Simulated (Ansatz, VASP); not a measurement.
**SiO2 in VASP and in Ansatz**

```
Si O
1.0
     5.03608    0.00000    0.00000
    -2.51804    4.36137    0.00000
     0.00000    0.00000    8.56508
Si O
4 8
Cartesian
  2.5180 1.4538 8.0259
  2.5180 1.4538 4.8217
  0.0000 2.9076 0.5392
  0.0000 2.9076 3.7433
  -1.0407 1.8026 0.0000
  1.0407 1.8026 4.2825
  2.9546 0.0000 4.2825
  1.4773 2.5588 0.0000
  -1.4773 2.5588 4.2825
  2.5180 1.4538 6.4238
  0.0000 2.9076 2.1413
  2.0815 0.0000 0.0000
```

Alike in both runs: functional r2SCAN; k mesh 6 × 6 × 4; occupations gaussian, width 0.02 eV; no spin polarisation.

Ansatz relaxed the structure, and its values are those at the end. VASP's run is a single point on that final structure, the one shown.

```csv
,VASP,Ansatz
version,VASP 6.6.1,Ansatz 0.2.0
potentials or method,"VASP PAW PBE potentials, release 64 (Si, O), cutoff 520 eV","scalar-relativistic, plane waves, PAW"
valence electrons in the cell,64,64
```

VASP gave:

* gap on the k mesh at the Fermi level (eV): 6.18
* least direct gap on the mesh (eV): 6.24
* pressure (GPa): 0.1
* rms of the force components (eV/Å): 0.006

**Question.** Estimate Ansatz's values.

**Answer.** gap on the k mesh at the Fermi level (eV): 6.18; least direct gap on the mesh (eV): 6.24; pressure (GPa): 0.0; rms of the force components (eV/Å): 0.000.

VASP's potentials were made for PBE, not for r2SCAN. With one functional, cell and mesh, what is left measures potentials, basis and numerics.
